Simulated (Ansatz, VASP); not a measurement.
SiC: VASP beside Ansatz

Contents of INCAR:

```
ALGO     = Normal         # electronic algorithm
EDIFF    = 1E-6           # SCF threshold, eV
ENCUT    = 520            # plane-wave cutoff, eV
GGA      = PE             # functional
ISIF     = 2              # what is computed and relaxed
ISMEAR   = 0              # smearing method
LASPH    = True           # aspherical terms in the spheres
LCHARG   = False          # write CHGCAR
LREAL    = False          # projectors in reciprocal space
LWAVE    = False          # write WAVECAR
NBANDS   = 26             # bands
NELM     = 60             # most SCF steps
PREC     = Accurate       # precision mode
SIGMA    = 0.05           # smearing width, eV
```

KPOINTS

```
k-points
0
Gamma
  12 12 4
```

The input POSCAR:

```
SiC
1.0
    2.9703553735      0.0000000000      0.0000000000
   -1.4851776867      2.5724032117      0.0000000000
    0.0000000000      0.0000000000      9.3189920626
Si C
4 4
Direct
    0.6666666667      0.3333333333      0.9378441878
    0.3333333333      0.6666666667      0.4378441878
    0.0000000000      0.0000000000      0.6878995565
    0.0000000000      0.0000000000      0.1878995565
    0.6666666667      0.3333333333      0.7498074459
    0.3333333333      0.6666666667      0.2498074459
    0.0000000000      0.0000000000      0.5004478098
    0.0000000000      0.0000000000      0.0004478098
```

Input for Ansatz:

```yaml
crystal:
  lattice:
    - [2.9703553735, 0.0, 0.0]
    - [-1.4851776867, 2.5724032117, 0.0]
    - [0.0, 0.0, 9.3189920626]
  atoms:
    - { symbol: Si, position: [0.6666666667, 0.3333333333, 0.9378441878] }
    - { symbol: Si, position: [0.3333333333, 0.6666666667, 0.4378441878] }
    - { symbol: Si, position: [0.0, 0.0, 0.6878995565] }
    - { symbol: Si, position: [0.0, 0.0, 0.1878995565] }
    - { symbol: C, position: [0.6666666667, 0.3333333333, 0.7498074459] }
    - { symbol: C, position: [0.3333333333, 0.6666666667, 0.2498074459] }
    - { symbol: C, position: [0.0, 0.0, 0.5004478098] }
    - { symbol: C, position: [0.0, 0.0, 0.0004478098] }
basis:
  ecutwfc: 420
kpoints:
  mp_grid: { grid: [12, 12, 4] }
hamiltonian:
  xc: pbe
scf:
  occupations: { method: gaussian, width: 0.05 }
output:
  forces: true
  stress: true
  eigenvalues: true
```

Change from the starting cell: strain -0.040 along x and y, -0.080 along z, atoms carried along.

Alike in both runs: task single point; functional PBE; k mesh 12 × 12 × 4; occupations gaussian, width 0.05 eV; no spin polarisation.

|  | VASP | Ansatz |
| --- | --- | --- |
| version | VASP 6.6.1 | Ansatz 0.2.0 |
| potentials or method | VASP PAW PBE potentials, release 64 (Si, C), cutoff 520 eV | scalar-relativistic, plane waves, PAW |
| valence electrons in the cell | 32 | 32 |

```csv
,VASP,Ansatz,Ansatz less VASP
gap on the k mesh at the Fermi level (eV),2.12,2.12,+0.006
least direct gap on the mesh (eV),3.35,3.35,+0.006
pressure (GPa),48.8,48.9,+0.16
"traceless stress, the component that is largest in VASP (GPa)",23.43,23.35,-0.084
rms of the force components (eV/Å),0.574,0.574,+0.0009
```

Atom by atom the forces differ by 0.001 eV/Å (rms over components). Both programs put the cell under a high pressure, so it lies far from rest at this level.
